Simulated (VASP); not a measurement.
Wanted: the native input for a VASP 6.6.1 run.

```yaml
Task: single point
Functional: r2SCAN
Potentials_or_basis: VASP PAW PBE potentials, release 64 (Cu)
Cutoff: 520 eV
k_mesh: 20 × 20 × 20
Occupations: gaussian, width 0.1 eV
Spin: no spin polarisation
Dipole_correction: no
Further_INCAR_settings: ALGO = Normal; EDIFF = 1e-06; NBANDS = 12
```

The system is Cu.

```
Cu
1.0
     0.00000    1.82352    1.82352
     1.82352    0.00000    1.82352
     1.82352    1.82352    0.00000
Cu
1
Direct
  0.00000 0.00000 0.00000
```

These files were run (other wordings do the same):

POSCAR

```
Cu
1.0
    0.0000000000      1.8235162715      1.8235162715
    1.8235162715      0.0000000000      1.8235162715
    1.8235162715      1.8235162715      0.0000000000
Cu
1
Direct
    0.0000000000      0.0000000000      0.0000000000
```

INCAR.step1

```
SYSTEM = Cu
ALGO = Normal
EDIFF = 1E-4
ENCUT = 520
GGA = PE
ISMEAR = 0
LASPH = .True.
LCHARG = .False.
LREAL = .False.
LWAVE = .True.
NBANDS = 12
NELM = 80
PREC = Accurate
SIGMA = 0.1
```

INCAR.step2

```
SYSTEM = Cu
ALGO = Normal
EDIFF = 1E-6
ENCUT = 520
ISIF = 2
ISMEAR = 0
ISTART = 1
LASPH = .True.
LCHARG = .False.
LMIXTAU = .True.
LREAL = .False.
LWAVE = .False.
METAGGA = R2SCAN
NBANDS = 12
NELM = 80
PREC = Accurate
SIGMA = 0.1
```

KPOINTS

```
k-points
0
Gamma
  20 20 20
  0 0 0
```

Potentials or basis: VASP PAW PBE potentials, release 64 (Cu).

Run with:

```sh
$ cat potpaw_PBE.64/Cu/POTCAR > POTCAR
$ cp INCAR.step1 INCAR
$ mpirun -np 1 vasp_std > vasp.out
$ cp INCAR.step2 INCAR
$ mpirun -np 1 vasp_std > vasp.out
```

Results of the run:

| Quantity | Value |
| --- | --- |
| Pressure | -7.6 GPa |
| Band gap on the k mesh | zero (an odd number of electrons rules out a gap without spin polarisation) |

Caveat: the cell stands under tension; the PAW data sets were made with another functional, which shifts forces and pressure a little.

It took 2.7 min on 1 thread of Intel Xeon 8259CL (shared host), peak memory 0.16 GiB.
